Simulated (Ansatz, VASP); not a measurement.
Two plane-wave programs on Ni

```xyz
1
Lattice="0.0000 1.7619 1.7619 1.7619 0.0000 1.7619 1.7619 1.7619 0.0000" Properties=species:S:1:pos:R:3 pbc="T T T"
Ni    0.0000    0.0000    0.0000
```

Alike in both runs: task relaxation of cell and atoms; functional BLYP; k mesh 15 × 15 × 15; occupations fermi-dirac, width 0.05 eV; collinear spin.

|  | VASP | Ansatz |
| --- | --- | --- |
| version | VASP 6.6.1 | Ansatz 0.2.0 |
| potentials or method | VASP PAW PBE potentials, release 64 (Ni), cutoff 600 eV | plane waves (420 eV) with PAW, scalar-relativistic |
| valence electrons in the cell | 10 | 18 |

VASP gave:

- net moment per atom (μB): 0.63
- size of the moment on the site where the two differ most (μB): 0.64
- relaxed volume (Å³/atom): 11.45
- relaxed length of the cell vector where the two differ most in proportion (Å): 2.530

Task: Estimate Ansatz's values.

Result: net moment per atom (μB): 0.64; size of the moment on the site where the two differ most (μB): 0.68; relaxed volume (Å³/atom): 11.45; relaxed length of the cell vector where the two differ most in proportion (Å): 2.530.

VASP's potentials were made for PBE, not for BLYP. Site moments also hang on the region over which each program counts them. VASP's potentials hold 10 valence electrons a cell and Ansatz's 18, so a difference there can come from the potentials and not from the codes.
